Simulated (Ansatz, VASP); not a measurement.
SiC in VASP and in Ansatz

```xyz
8
Lattice="3.0919 0.0000 0.0000 0.0000 5.0743 0.0000 0.0000 0.0000 19.5702" Properties=species:S:1:pos:R:3 pbc="T T T"
Si    0.0000    2.8522    8.0000
Si    1.5460    0.3150    8.8925
Si    1.5460    2.8522   10.6777
Si    0.0000    0.3150   11.5702
C     0.0000    4.7593    8.0000
C     1.5460    2.2221    8.8925
C     1.5460    4.7593   10.6777
C     0.0000    2.2221   11.5702
```

Alike in both runs: task single point; functional PBE; k mesh 8 × 5 × 1; occupations fermi-dirac, width 0.02 eV; no spin polarisation.

|  | VASP | Ansatz |
| --- | --- | --- |
| version | VASP 6.6.1 | Ansatz 0.2.0 |
| potentials or method | VASP PAW PBE potentials, release 64 (Si, C) | PAW with Ansatz's default frozen-core files, scalar-relativistic |
| plane-wave cutoff (eV) | 520 | 420 |
| valence electrons in the cell | 32 | 32 |

|  | VASP | Ansatz | Ansatz less VASP |
| --- | --- | --- | --- |
| rms of the force components (eV/Å) | 1.321 | 1.326 | +0.0053 |
